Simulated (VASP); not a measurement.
Set up this calculation in VASP 6.6.1, as the native input.

```
Task                   : single point
Functional             : PBE
Potentials or basis    : VASP PAW PBE potentials, release 64 (Fe)
Cutoff                 : 600 eV
k mesh                 : 16 × 16 × 16
Occupations            : gaussian, width 0.2 eV
Spin                   : no spin polarisation
Dipole correction      : no
Further INCAR settings : ALGO = Normal; EDIFF = 1e-06; NBANDS = 10
```

The structure of Fe lies in POSCAR:

```
Fe
1.0
   -1.3807996972      1.3807996972      1.3807996972
    1.3807996972     -1.3807996972      1.3807996972
    1.3807996972      1.3807996972     -1.3807996972
Fe
1
Direct
    0.0000000000      0.0000000000      0.0000000000
```

One way to write it, as run:

INCAR

```
SYSTEM = Fe
PREC = Accurate
ENCUT = 600
EDIFF = 1E-6
ISMEAR = 0
SIGMA = 0.2
LREAL = .False.
LASPH = .True.
NELM = 120
ALGO = Normal
ISIF = 2
LWAVE = .False.
LCHARG = .True.
GGA = PE
LELF = .True.
LVHAR = .True.
NBANDS = 10
GGA_COMPAT = .False.
```

KPOINTS

```
regular mesh
0
Gamma
  16 16 16
  0 0 0
```

Potentials or basis: VASP PAW PBE potentials, release 64 (Fe).

Launch:

```bash
$ cat potpaw_PBE.64/Fe/POTCAR > POTCAR
$ mpirun -np 1 vasp_std > vasp.out
```

Results of the run:

- Pressure: -0.9 GPa
- Band gap on the k mesh: zero (bands 4 and 5 overlap by 2.03 eV)

Caveat: the run has no spin polarisation, though such a crystal can be magnetic.

It took 13 s on 1 thread of Intel(R) Xeon(R) Platinum 8375C CPU @ 2.90GHz (Ice Lake) (shared host), peak memory 0.14 GiB.
